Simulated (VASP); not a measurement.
Input of a VASP 6.6.1 run:

Contents of INCAR:

```
SYSTEM = LiRu2
ALGO = Fast
EDIFF = 1E-6
EDIFFG = -0.01
ENCUT = 600
GGA = PE
IBRION = 2
ISIF = 3
ISMEAR = 0
LASPH = .True.
LCHARG = .False.
LREAL = .False.
LWAVE = .False.
NELM = 100
NSW = 100
PREC = Accurate
SIGMA = 0.1
```

The input KPOINTS:

```
k-points
0
Gamma
  12 12 18
  0 0 0
```

File POSCAR:

```
LiRu2
1.0
    4.3237826275      0.0000000000      0.0000000000
   -2.1618913138      3.7445055959      0.0000000000
    0.0000000000      0.0000000000      2.5660994756
Li Ru
1 2
Direct
    0.0000000000      0.0000000000      0.0000000000
    0.3333333333      0.6666666667      0.5000000000
    0.6666666667      0.3333333333      0.5000000000
```

Potentials or basis: VASP PAW PBE potentials, release 64 (Li_sv, Ru_pv).

Run with:

```console
$ cat potpaw_PBE.64/Li_sv/POTCAR potpaw_PBE.64/Ru_pv/POTCAR > POTCAR
$ mpirun -np 1 vasp_std > vasp.out
```

Task: Estimate the relaxed cell.

Result: a = 4.387 Å, b = 4.387 Å, c = 2.494 Å, α = 90.00°, β = 90.00°, γ = 120.00°.

Task: What does it give for the band gap on the k mesh?

Result: Zero (an odd number of electrons rules out a gap without spin polarisation).

Final structure:
```xyz
3
Lattice="4.3872 0.0000 0.0000 -2.1936 3.7994 0.0000 0.0000 0.0000 2.4940" Properties=species:S:1:pos:R:3 pbc="T T T"
Li    0.0000    0.0000    0.0000
Ru    0.0000    2.5330    1.2470
Ru    2.1936    1.2665    1.2470
```
